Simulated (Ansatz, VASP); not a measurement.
## GaMo in VASP and in Ansatz

```xyz
2
Lattice="2.7255 0.0000 0.0000 0.0000 2.7255 0.0000 0.0000 0.0000 4.1451" Properties=species:S:1:pos:R:3 pbc="T T T"
Ga    1.3627    1.3627    2.0726
Mo    0.0000    0.0000    0.0000
```

Change from the starting cell: species swapped into the FeNi type (P4/mmm, No. 123).

Alike in both runs: functional PBE; k mesh 6 × 6 × 5; occupations gaussian, width 0.2 eV; no spin polarisation.

Ansatz relaxed the structure, and its values are those at the end. VASP's run is a single point on that final structure, the one shown.

```csv
,VASP,Ansatz
version,VASP 6.6.1,Ansatz 0.2.0
potentials or method,"VASP PAW PBE potentials, release 64 (Ga_d, Mo_sv), cutoff 520 eV","scalar-relativistic, plane waves, PAW"
valence electrons in the cell,27,27
```

Ansatz gave:

```
gap on the k mesh at the Fermi level (eV) : none
pressure (GPa)                            : -0.1
```

Estimate VASP's values.

gap on the k mesh at the Fermi level (eV): none; pressure (GPa): 0.3.

A gap of «none» marks a metal or a gap that the smearing closes.

The k mesh is coarse, so the values compare programs but aren't converged.
